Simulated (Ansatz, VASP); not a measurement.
**CuI in VASP and in Ansatz**

The input INCAR:

```
SYSTEM = CuI
PREC     = Accurate       ! precision mode
ENCUT    = 600            ! plane-wave cutoff, eV
EDIFF    = 1E-7           ! SCF threshold, eV
ISMEAR   = -1             ! smearing method
SIGMA    = 0.05           ! smearing width, eV
LREAL    = .False.        ! projectors in reciprocal space
LASPH    = .True.         ! aspherical terms in the spheres
NELM     = 80             ! most SCF steps
ALGO     = Normal         ! electronic algorithm
ISIF     = 3              ! what is computed and relaxed
LWAVE    = .False.        ! write WAVECAR
LCHARG   = .False.        ! write CHGCAR
GGA      = RP             ! functional
IBRION   = 2              ! ionic algorithm
NSW      = 80             ! ionic steps
EDIFFG   = -0.005         ! ionic threshold
```

The input KPOINTS:

```
regular mesh
0
Gamma
  8 8 8
  0 0 0
```

Contents of POSCAR:

```
CuI
1.0
    0.0000000000      3.0315000000      3.0315000000
    3.0315000000      0.0000000000      3.0315000000
    3.0315000000      3.0315000000      0.0000000000
I Cu
1 1
Direct
    0.0000000000      0.0000000000      0.0000000000
    0.7500000000      0.7500000000      0.7500000000
```

The input input.yaml:

```yaml
crystal:
  lattice:
    - [0.0, 3.0315, 3.0315]
    - [3.0315, 0.0, 3.0315]
    - [3.0315, 3.0315, 0.0]
  atoms:
    - { symbol: I, position: [0.0, 0.0, 0.0] }
    - { symbol: Cu, position: [0.75, 0.75, 0.75] }
kpoints:
  mp_grid: { grid: [8, 8, 8] }
scf:
  occupations: { method: fermi_dirac, width: 0.05 }
hamiltonian:
  xc: rpbe
  pseudopotentials: { kind: all_electron, lapw: { basis_error: 0.001 } }
output:
  forces: true
  stress: true
relax:
  f_tol: 0.005
  max_steps: 60
  cell: {}
```

Alike in both runs: task relaxation of cell and atoms; functional RPBE; k mesh 8 × 8 × 8; occupations fermi-dirac, width 0.05 eV; no spin polarisation.

```csv
,VASP,Ansatz
version,VASP 6.6.1,Ansatz 0.2.0
potentials or method,"VASP PAW PBE potentials, release 64 (I, Cu), cutoff 600 eV","all-electron LAPW, scalar-relativistic"
```

|  | VASP | Ansatz | Ansatz less VASP |
| --- | --- | --- | --- |
| relaxed volume (Å³/atom) | 29.75 | 29.69 | -0.059 |
| relaxed cell length with the largest relative difference (Å) | 4.382 | 4.379 | -0.0029 |

VASP's potentials were made for PBE, not for RPBE. Ansatz ran all-electron here, and VASP with PAW potentials.

Neither program's run includes spin-orbit coupling.
